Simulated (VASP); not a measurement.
# PtSe2 in VASP: notebook

Aim: see how the results for PtSe2 move with the level of theory and the settings. Levels: LDA, PBE+D3(BJ). Tasks: single point.

Everything below comes from runs of VASP 6.6.1. Logs are shortened: lines on timing, memory, paths and dates and some standing lists are left out, and cuts for length are marked.

## Step 1: The cell of the first run

The cell holds a slab with vacuum, 12 atoms: a = 3.754 Å, b = 3.754 Å, c = 60.061 Å, α = 90.00°, β = 90.00°, γ = 120.00°.

## Step 2: Single point, LDA

File INCAR:

```
SYSTEM = PtSe2
PREC     = Accurate       ! precision mode
ENCUT    = 520            ! plane-wave cutoff, eV
EDIFF    = 1E-6           ! SCF threshold, eV
ISMEAR   = 0              ! smearing method
SIGMA    = 0.1            ! smearing width, eV
LREAL    = .FALSE.        ! projectors in reciprocal space
LASPH    = .TRUE.         ! aspherical terms in the spheres
NELM     = 100            ! most SCF steps
ALGO     = Normal         ! electronic algorithm
ISIF     = 2              ! what is computed and relaxed
LWAVE    = .FALSE.        ! write WAVECAR
LCHARG   = .FALSE.        ! write CHGCAR
LDIPOL   = .TRUE.       
IDIPOL   = 3            
DIPOL    = 0.5 0.5 0.500
NBANDS   = 56             ! bands
```

File KPOINTS:

```
Automatic mesh
0
G
  12 12 1
  0 0 0
```

File POSCAR:

```
PtSe2
1.0
    3.7540632127      0.0000000000      0.0000000000
   -1.8770316063      3.2511141096      0.0000000000
    0.0000000000      0.0000000000     60.0613416738
Se Pt
8 4
Direct
    0.6666666667      0.3333333333      0.3565263321
    0.3333333333      0.6666666667      0.3996315086
    0.6666666667      0.3333333333      0.4380673558
    0.3333333333      0.6666666667      0.4809991998
    0.6666666667      0.3333333333      0.5190008002
    0.3333333333      0.6666666667      0.5619326442
    0.6666666667      0.3333333333      0.6003684914
    0.3333333333      0.6666666667      0.6434736679
    0.0000000000      0.0000000000      0.3783553049
    0.0000000000      0.0000000000      0.4595325872
    0.0000000000      0.0000000000      0.5404674128
    0.0000000000      0.0000000000      0.6216446951
```

Potentials or basis: VASP PAW LDA potentials, release 64 (Se, Pt).

Started as:

```
> cat potpaw_LDA.64/Se/POTCAR potpaw_LDA.64/Pt/POTCAR > POTCAR
> mpirun -np 1 vasp_std > vasp.out
```

OUTCAR:

```text
SYSTEM = PtSe2
   PREC = Accurate
   ENCUT = 520
   EDIFF = 1E-6
   ISMEAR = 0
   LREAL = .FALSE.
   LASPH = .TRUE.
   NELM = 100
   ISIF = 2

 ion  position               nearest neighbor table
   1  0.667  0.333  0.357-   9 2.53   9 2.53   9 2.53
   2  0.333  0.667  0.400-   9 2.52   9 2.52   9 2.52
   3  0.667  0.333  0.438-  10 2.52  10 2.52  10 2.52
   4  0.333  0.667  0.481-  10 2.52  10 2.52  10 2.52
   5  0.667  0.333  0.519-  11 2.52  11 2.52  11 2.52
   6  0.333  0.667  0.562-  11 2.52  11 2.52  11 2.52
   7  0.667  0.333  0.600-  12 2.52  12 2.52  12 2.52
   8  0.333  0.667  0.643-  12 2.53  12 2.53  12 2.53
   9  0.000  0.000  0.378-   2 2.52   2 2.52   2 2.52   1 2.53   1 2.53   1 2.53
  10  0.000  0.000  0.460-   3 2.52   3 2.52   3 2.52   4 2.52   4 2.52   4 2.52
  11  0.000  0.000  0.540-   6 2.52   6 2.52   6 2.52   5 2.52   5 2.52   5 2.52
  12  0.000  0.000  0.622-   7 2.52   7 2.52   7 2.52   8 2.53   8 2.53   8 2.53

  LATTYP: Found a hexagonal cell.
 ALAT       =     3.7540632127
 C/A-ratio  =    15.9990224647

  Lattice vectors:

 A1 = (   3.7540632127,   0.0000000000,   0.0000000000)
 A2 = (  -1.8770316063,   3.2511141096,   0.0000000000)
 A3 = (   0.0000000000,   0.0000000000,  60.0613416738)

Analysis of symmetry for initial positions (statically):
=====================================================================
 Subroutine PRICEL returns:
 Original cell was already a primitive cell.

 Routine SETGRP: Setting up the symmetry group for a
 hexagonal supercell.

 Subroutine GETGRP returns: Found 12 space group operations
 (whereof 12 operations were pure point group operations)
 out of a pool of 24 trial point group operations.

The static configuration has the point symmetry D_3d.

Analysis of symmetry for dynamics (positions and initial velocities):
=====================================================================
 Subroutine PRICEL returns:
 Original cell was already a primitive cell.

 Routine SETGRP: Setting up the symmetry group for a
 hexagonal supercell.

 Subroutine GETGRP returns: Found 12 space group operations
 (whereof 12 operations were pure point group operations)
 out of a pool of 24 trial point group operations.

The dynamic configuration has the point symmetry D_3d.

 Subroutine INISYM returns: Found 12 space group operations
 (whereof 12 operations are pure point group operations),
 and found     1 'primitive' translations

----------------------------------------------------------------------------------------

                                     Primitive cell

  volume of cell :     733.0419

  direct lattice vectors                    reciprocal lattice vectors
     3.754063213  0.000000000  0.000000000     0.266378040  0.153793433  0.000000000
    -1.877031606  3.251114110  0.000000000     0.000000000  0.307586866  0.000000000
     0.000000000  0.000000000 60.061341674     0.000000000  0.000000000  0.016649645

  length of vectors
     3.754063213  3.754063213 60.061341674     0.307586866  0.307586866  0.016649645

  position of ions in fractional coordinates (direct lattice)
     0.666666667  0.333333333  0.356526332
     0.333333333  0.666666667  0.399631509
     0.666666667  0.333333333  0.438067356
     0.333333333  0.666666667  0.480999200
     0.666666667  0.333333333  0.519000800
     0.333333333  0.666666667  0.561932644
     0.666666667  0.333333333  0.600368491
     0.333333333  0.666666667  0.643473668
     0.000000000  0.000000000  0.378355305
     0.000000000  0.000000000  0.459532587
     0.000000000  0.000000000  0.540467413
     0.000000000  0.000000000  0.621644695

  ion indices of the primitive-cell ions
   primitive index   ion index
                 1           1
                 2           2
                 3           3
                 4           4
                 5           5
                 6           6
                 7           7
                 8           8
                 9           9
                10          10
                11          11
                12          12

----------------------------------------------------------------------------------------

 KPOINTS: Automatic mesh

Automatic generation of k-mesh.
 Grid dimensions read from file:
 generate k-points for:   12   12    1

 Generating k-lattice:

  Cartesian coordinates                     Fractional coordinates (reciprocal lattice)
     0.022198170  0.012816119  0.000000000     0.083333333  0.000000000  0.000000000
     0.000000000  0.025632239  0.000000000     0.000000000  0.083333333  0.000000000
     0.000000000  0.000000000  0.016649645     0.000000000  0.000000000  1.000000000

  Length of vectors
     0.025632239  0.025632239  0.016649645

  Shift w.r.t. Gamma in fractional coordinates (k-lattice)
     0.000000000  0.000000000  0.000000000

 Subroutine IBZKPT returns following result:
 ===========================================

 Found     19 irreducible k-points:

 Following reciprocal coordinates:
            Coordinates               Weight
  0.000000  0.000000  0.000000      1.000000
  0.083333 -0.000000  0.000000      6.000000
  0.166667 -0.000000  0.000000      6.000000
  0.250000  0.000000  0.000000      6.000000
  0.333333  0.000000  0.000000      6.000000
  0.416667 -0.000000  0.000000      6.000000
[... 11 lines left out ...]
  0.333333  0.250000  0.000000     12.000000
  0.333333  0.333333  0.000000      2.000000
   k-points           NKPTS =     19   k-points in BZ     NKDIM =     19   number of bands    NBANDS=     56
   number of dos      NEDOS =    301   number of ions     NIONS =     12
   total plane-waves  NPLWV = 351232
   dimension x,y,z NGX =    28 NGY =   28 NGZ =  448
   dimension x,y,z NGXF=    56 NGYF=   56 NGZF=  896
   ions per type =               8   4
   NGX,Y,Z   is equivalent  to a cutoff of  12.40, 12.40, 12.40 a.u.
   NGXF,Y,Z  is equivalent  to a cutoff of  24.80, 24.80, 24.80 a.u.
 SYSTEM =  PtSe2
   PREC   = accura    normal or accurate (medium, high low for compatibility)
   ISTART =      0    job   : 0-new  1-cont  2-samecut
   ICHARG =      2    charge: 1-file 2-atom 10-const
   ISPIN  =      1    spin polarized calculation?
   LNONCOLLINEAR =      F non collinear calculations
   LSORBIT =      F    spin-orbit coupling
   LASPH  =      T    aspherical Exc in radial PAW
   ENCUT  =  520.0 eV  38.22 Ry    6.18 a.u.   6.98  6.98111.67*2*pi/ulx,y,z
   NELM   =    100;   NELMIN=  2; NELMDL= -5     # of ELM steps
   EDIFF  = 0.1E-05   stopping-criterion for ELM
   LREAL  =      F    real-space projection
   EDIFFG = 0.1E-04   stopping-criterion for IOM
   NSW    =      0    number of steps for IOM
   IBRION =     -1    ionic relax: 0-MD 1-quasi-New 2-CG
   NFREE  =      0    steps in history (QN), initial steepest desc. (CG)
   ISIF   =      2    stress and relaxation
   ISYM   =      2    0-nonsym 1-usesym 2-fastsym
   POTIM  = 0.5000    time-step for ionic-motion
   TEBEG  =    0.0;   TEEND  =   0.0 temperature during run
   PSTRESS=    0.0 pullay stress
   NELECT =      88.0000    total number of electrons
   NUPDOWN=      -1.0000    fix difference up-down
   EMIN   =  10.00;   EMAX   =-10.00  energy-range for DOS
   EFERMI =   0.00;   METHOD = LEGACY
   ISMEAR =     0;   SIGMA  =   0.10  broadening in eV -4-tet -1-fermi 0-gaus
   EFERMI_NEDOS =   21; number of points for ismear=-14 and -15
   IALGO  =     38    algorithm
   IMIX   =      4    mixing-type and parameters
     AMIX     =   0.40;   BMIX     =  1.00
     AMIX_MAG =   1.60;   BMIX_MAG =  1.00
  volume/ion in A,a.u.               =      61.09       412.23
  Fermi-wavevector in a.u.,A,eV,Ry     =   0.807593  1.526130  8.873817  0.652207
  Thomas-Fermi vector in A             =   1.916242
   LORBIT       =      0    0 simple, 1 ext, 2 COOP (PROOUT), +10 PAW based schemes
   GGA     = CA    functional components
   LHFCALC =     F    Hartree Fock is set to
   AEXX    =    0.0000 exact exchange contribution
   IVDW    =     0    specifies the selected vdW correction
   LEPSILON=     F    determine dielectric tensor
   LRPA    =     F    only Hartree local field effects (RPA)
 non-spin polarized calculation
 Gauss-broadening in eV      SIGMA  =   0.10
  energy-cutoff  :      520.00
  volume of cell :      733.04
 maximum number of plane-waves:     19817
 NGX is ok and might be reduce to    28
   NGX = 13   NGY = 13   NGZ =223

 dipolmoment           0.000000      0.000000      0.000000 electrons x Angstroem

 number of electron      87.9999992 magnetization

 dipolmoment           0.000000      0.000000     -0.000000 electrons x Angstroem

 Free energy of the ion-electron system (eV)
  ---------------------------------------------------
  ext. energy  EPLUGINS =         0.00000000
  ---------------------------------------------------
  free energy    TOTEN  =       -67.97017941 eV

  energy without entropy =      -67.95533613  energy(sigma->0) =      -67.96275777

 E-fermi :  -1.2194     XC(G=0):  -3.8533

 val. band max:       -1.2754550323   @ k =   0.1667  -0.0000   0.0000
 cond. band min:      -1.1742542412   @ k =   0.2500   0.0000   0.0000
 fundamental gap:      0.1012007911
 Fermi energy:        -1.2194176545

 k-point     1 :       0.0000    0.0000    0.0000
  band No.  band energies     occupation
      1     -16.8533      2.00000
      2     -16.6198      2.00000
      3     -16.3152      2.00000
      4     -16.0576      2.00000
      5     -15.1601      2.00000
      6     -14.6759      2.00000
[... 1110 lines left out ...]
     55       4.2897      0.00000
     56       5.0055      0.00000

------------------------ aborting loop because EDIFF is reached ----------------------------------------

 vacuum level on the upper side and lower side of the slab       (xc-potential included)        -0.005        -0.005

  FORCE on cell =-STRESS in cart. coord.  units (eV):
  Direction    XX          YY          ZZ          XY          YZ          ZX
  --------------------------------------------------------------------------------------
  -------------------------------------------------------------------------------------
  Total       -6.0775268     -6.0775268     -5.1669885     -0.0000000     -0.0000000      0.0000000
  in kB      -13.2833813    -13.2833813    -11.2932581     -0.0000000     -0.0000000      0.0000000
  external PRESSURE =     -12.6200069 kB  Pullay stress =       0.0000000 kB

 VOLUME and BASIS-vectors are now :
 -----------------------------------------------------------------------------
  energy-cutoff  :      520.00
  volume of cell :      733.04
      direct lattice vectors                 reciprocal lattice vectors
     3.754063213  0.000000000  0.000000000     0.266378040  0.153793433  0.000000000
    -1.877031606  3.251114110  0.000000000     0.000000000  0.307586866  0.000000000
     0.000000000  0.000000000 60.061341674     0.000000000  0.000000000  0.016649645

 POSITION                                       TOTAL-FORCE (eV/Angst)
 -----------------------------------------------------------------------------------
      1.87703      1.08370     21.41345         0.000000      0.000000      0.529642
     -0.00000      2.16741     24.00240         0.000000     -0.000000     -0.372284
      1.87703      1.08370     26.31091         0.000000      0.000000      0.305382
     -0.00000      2.16741     28.88946        -0.000000      0.000000     -0.311504
      1.87703      1.08370     31.17188         0.000000     -0.000000      0.311504
     -0.00000      2.16741     33.75043        -0.000000     -0.000000     -0.305382
      1.87703      1.08370     36.05894        -0.000000      0.000000      0.372284
     -0.00000      2.16741     38.64789         0.000000     -0.000000     -0.529642
      0.00000      0.00000     22.72453        -0.000000     -0.000000     -0.073469
      0.00000      0.00000     27.60014         0.000000      0.000000     -0.003756
      0.00000      0.00000     32.46120        -0.000000     -0.000000      0.003756
      0.00000      0.00000     37.33681         0.000000      0.000000      0.073469
 -----------------------------------------------------------------------------------
    total drift:                               -0.000000      0.000000      0.000000

  FREE ENERGIE OF THE ION-ELECTRON SYSTEM (eV)
  ---------------------------------------------------
  free  energy   TOTEN  =       -67.9701794090 eV

  energy  without entropy=      -67.9553361313  energy(sigma->0) =      -67.96275777

 vacuum level on the upper side and lower side of the slab         3.795         3.795
```

It took 22 min on 1 thread of Intel Xeon Platinum 8488C (Sapphire Rapids), shared host; peak memory 0.91 GiB.

Results:

```yaml
Free_energy: -67.9702 eV
Largest_force: 0.530 eV/Å
Band_gap_on_the_k_mesh: zero (bands 44 and 45 overlap by 0.28 eV)
```

Forces on the atoms (eV/Å):
```
Se   0.000  0.000  0.530
Se   0.000  0.000 -0.372
Se   0.000  0.000  0.305
Se   0.000  0.000 -0.312
Se   0.000  0.000  0.312
Se   0.000  0.000 -0.305
Se   0.000  0.000  0.372
Se   0.000  0.000 -0.530
Pt   0.000  0.000 -0.073
Pt   0.000  0.000 -0.004
Pt   0.000  0.000  0.004
Pt   0.000  0.000  0.073
```

Caveat: spin-orbit coupling is left out, which moves the levels of the heavy elements.

## Step 3: Single point, PBE+D3(BJ), non-collinear spin, zero start, spin-orbit coupling

This run uses another cell than the first one: it holds 3 atoms, not 12.

File INCAR:

```
  PREC = Accurate
  ENCUT = 520
  EDIFF = 1E-6
  ISMEAR = 0
  SIGMA = 0.02
  LREAL = F
  LASPH = T
  NELM = 150
  ALGO = Normal
  ISIF = 2
  LWAVE = F
  LCHARG = F
  MAGMOM = 0 0 0 0 0 0 0 0 0
  LORBIT = 11
  LSORBIT = T
  GGA_COMPAT = F
  LORBMOM = T
  LMAXMIX = 4
  LDIPOL = T
  IDIPOL = 3
  DIPOL = 0.5 0.5 0.500
  GGA = PE
  IVDW = 12
  NBANDS = 35
```

File KPOINTS:

```
Automatic mesh
0
Gamma
  9 9 1
```

File POSCAR:

```
PtSe2
1.0
    3.7069017943      0.0000000000      0.0000000000
   -1.8534508971      3.2102711232      0.0000000000
    0.0000000000      0.0000000000     31.1215005226
Se Pt
2 1
Direct
    0.6666666667      0.3333333333      0.4574342089
    0.3333333333      0.6666666667      0.5425657911
    0.0000000000      0.0000000000      0.5000000000
```

Potentials or basis: VASP PAW PBE potentials, release 64 (Se, Pt).

Started as:

```
> cat potpaw_PBE.64/Se/POTCAR potpaw_PBE.64/Pt/POTCAR > POTCAR
> mpirun -np 1 vasp_ncl > vasp.out
```

Run time: 11 min. Hardware: 1 thread of Intel Xeon Platinum 8259CL at 2.50GHz (Skylake/Cascade Lake), shared host; peak memory 1.2 GiB.

Results (log left out):

```
Free energy                                           : -15.5833 eV
Largest force                                         : 0.030 eV/Å
Net moment                                            : 0.00 μB per cell
Valence electrons inside the program's atomic spheres : Se 3.79; Pt 9.37
Dispersion energy per atom                            : -0.299 eV
```

Forces in eV/Å, atoms in the order of the input:
```
Se   0.000  0.000 -0.030
Se   0.000  0.000  0.030
Pt   0.000  0.000  0.000
```

Moments on the atoms (μB; x, y, z):
```
Se  0.00 0.00 0.00
Se  0.00 0.00 0.00
Pt  0.00 0.00 0.00
```

## Step 4: Single point, PBE+D3(BJ), non-collinear spin, zero start, spin-orbit coupling

This run uses another cell than the first one: it holds 3 atoms, not 12.

File INCAR:

```
SYSTEM = PtSe2
ALGO     = Normal         ! electronic algorithm
DIPOL    = 0.5 0.5 0.500
EDIFF    = 1E-6           ! SCF threshold, eV
ENCUT    = 520            ! plane-wave cutoff, eV
GGA      = PE             ! functional
GGA_COMPAT= .False.      
IDIPOL   = 3            
ISIF     = 2              ! what is computed and relaxed
ISMEAR   = 0              ! smearing method
IVDW     = 12             ! dispersion correction
LASPH    = .True.         ! aspherical terms in the spheres
LCHARG   = .False.        ! write CHGCAR
LDIPOL   = .True.       
LMAXMIX  = 4              ! l up to which the mixer works
LNONCOLLINEAR= .True.         ! non-collinear magnetism
LORBIT   = 11             ! projections on sites
LORBMOM  = .True.       
LREAL    = .False.        ! projectors in reciprocal space
LSORBIT  = .True.         ! spin-orbit coupling
LWAVE    = .False.        ! write WAVECAR
MAGMOM   = 0 0 0 0 0 0 0 0 0 ! initial moments
NBANDS   = 35             ! bands
NELM     = 150            ! most SCF steps
PREC     = Accurate       ! precision mode
SIGMA    = 0.02           ! smearing width, eV
```

File KPOINTS:

```
k-points
0
Gamma
  9 9 1
  0 0 0
```

POSCAR is that of step 3.

Started as:

```
> cat potpaw_PBE.64/Se/POTCAR potpaw_PBE.64/Pt/POTCAR > POTCAR
> mpirun -np 1 vasp_ncl > vasp.out
```

Run time: 19 min. Hardware: 1 thread of Intel Xeon 8259CL, shared host; peak memory 1.2 GiB.

Results (log left out):

```
Free energy                                           : -15.5833 eV
Largest force                                         : 0.030 eV/Å
Net moment                                            : 0.00 μB per cell
Valence electrons inside the program's atomic spheres : Se 3.79; Pt 9.37
Dispersion energy per atom                            : -0.299 eV
```

Forces on the atoms (eV/Å):
```
Se   0.000  0.000 -0.030
Se   0.000  0.000  0.030
Pt   0.000  0.000  0.000
```

Moments on the atoms (μB; x, y, z):
```
Se  0.00 0.00 0.00
Se  0.00 0.00 0.00
Pt  0.00 0.00 0.00
```

(Part 1 of 2 ends here.)

The gap in the log of VASP goes by the Fermi energy; the results here count the filled bands.